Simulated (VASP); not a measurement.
A run of VASP 6.6.1:

The input INCAR:

```
SYSTEM = F
PREC = Accurate
ENCUT = 520
EDIFF = 1E-7
ISMEAR = 0
SIGMA = 0.05
LREAL = .FALSE.
LASPH = .TRUE.
NELM = 80
ALGO = Normal
ISIF = 2
LWAVE = .FALSE.
LCHARG = .FALSE.
GGA = PS
NBANDS = 22
```

The input KPOINTS:

```
Automatic mesh
0
G
  4 4 2
  0 0 0
```

The input POSCAR:

```
F
1.0
    3.2389009936     -1.8615074069     -0.2498119861
    3.2389009936      1.8615074069     -0.2498119861
   -2.4354061261      0.0000000000      7.4548272690
F
4
Direct
    0.0848459664      0.0848459664      0.1139841296
    0.9151540336      0.9151540336      0.8860158704
    0.5015719855      0.5015719855      0.5937195244
    0.4984280145      0.4984280145      0.4062804756
```

Potentials or basis: VASP PAW PBE potentials, release 64 (F).

Command:

```console
$ cat potpaw_PBE.64/F/POTCAR > POTCAR
$ mpirun -np 1 vasp_std > vasp.out
```

Hardware: 1 thread of Intel Xeon 8259CL, on a shared host.

Q: How long does it take, and how much memory?

A: Run time: 45 s on 1 thread of Intel Xeon 8259CL, with other jobs on the host, peak memory 0.19 GiB. Counts: scf iterations 14, k points 14.
